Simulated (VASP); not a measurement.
Input of a VASP 6.6.1 run:

The input POSCAR:

```
Ba2LuIrBr6
1.0
    0.0000000000      5.1178200000      5.1178200000
    5.1178200000      0.0000000000      5.1178200000
    5.1178200000      5.1178200000      0.0000000000
Lu Br Ir Ba
1 6 1 2
Direct
    0.0000000000      0.0000000000      0.0000000000
    0.7369000000      0.2631000000      0.2631000000
    0.2631000000      0.7369000000      0.2631000000
    0.2631000000      0.7369000000      0.7369000000
    0.7369000000      0.2631000000      0.7369000000
    0.2631000000      0.2631000000      0.7369000000
    0.7369000000      0.7369000000      0.2631000000
    0.5000000000      0.5000000000      0.5000000000
    0.2500000000      0.2500000000      0.2500000000
    0.7500000000      0.7500000000      0.7500000000
```

Contents of INCAR.step1:

```
SYSTEM = Ba2LuIrBr6
ALGO = Normal
EDIFF = 1E-4
ENCUT = 520
GGA = PE
ISMEAR = 0
LASPH = .True.
LCHARG = .False.
LREAL = .False.
LWAVE = .True.
NBANDS = 59
NELM = 80
PREC = Accurate
SIGMA = 0.0165
```

File INCAR.step2:

```
SYSTEM = Ba2LuIrBr6
ALGO = Normal
EDIFF = 1E-6
ENCUT = 520
ISIF = 2
ISMEAR = 0
ISTART = 1
LASPH = .True.
LCHARG = .False.
LMIXTAU = .True.
LREAL = .False.
LWAVE = .False.
METAGGA = R2SCAN
NBANDS = 59
NELM = 80
PREC = Accurate
SIGMA = 0.0165
```

KPOINTS

```
k-points
0
Gamma
  5 5 5
  0 0 0
```

Potentials or basis: VASP PAW PBE potentials, release 64 (Lu, Br, Ir, Ba_sv).

The run is started by

```bash
$ cat potpaw_PBE.64/Lu/POTCAR potpaw_PBE.64/Br/POTCAR potpaw_PBE.64/Ir/POTCAR potpaw_PBE.64/Ba_sv/POTCAR > POTCAR
$ cp INCAR.step1 INCAR
$ mpirun -np 1 vasp_std > vasp.out
$ cp INCAR.step2 INCAR
$ mpirun -np 1 vasp_std > vasp.out
```

(1) Predict the largest force.

(2) Estimate the band gap on the k mesh.

(3) Predict the pressure.

Answers

(1) 2.052 eV/Å.

(2) zero (bands 48 and 49 overlap by 0.54 eV).

(3) 10.0 GPa.

Caveat: the cell stands under pressure; the PAW data sets were made with another functional, which shifts forces and pressure a little; spin-orbit coupling is left out, which moves the levels of the heavy elements.
